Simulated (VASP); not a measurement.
Here is a VASP 6.6.1 calculation.

The input INCAR:

```
PREC     = Accurate       # precision mode
ENCUT    = 520            # plane-wave cutoff, eV
EDIFF    = 1E-6           # SCF threshold, eV
ISMEAR   = 0              # smearing method
SIGMA    = 0.1            # smearing width, eV
LREAL    = F              # projectors in reciprocal space
LASPH    = T              # aspherical terms in the spheres
NELM     = 100            # most SCF steps
ALGO     = Normal         # electronic algorithm
ISIF     = 2              # what is computed and relaxed
LWAVE    = F              # write WAVECAR
LCHARG   = F              # write CHGCAR
NBANDS   = 14             # bands
```

File KPOINTS:

```
Automatic mesh
0
Gamma
  20 20 20
```

POSCAR

```
Rh
1.0
    0.0000000000      1.8770352621      1.8770352621
    1.8770352621      0.0000000000      1.8770352621
    1.8770352621      1.8770352621      0.0000000000
Rh
1
Direct
    0.0000000000      0.0000000000      0.0000000000
```

Potentials or basis: VASP PAW LDA potentials, release 64 (Rh_pv).

Launch:

```console
$ cat potpaw_LDA.64/Rh_pv/POTCAR > POTCAR
$ mpirun -np 1 vasp_std > vasp.out
```

(1) Predict the pressure.

Answers

(1) 0.8 GPa.
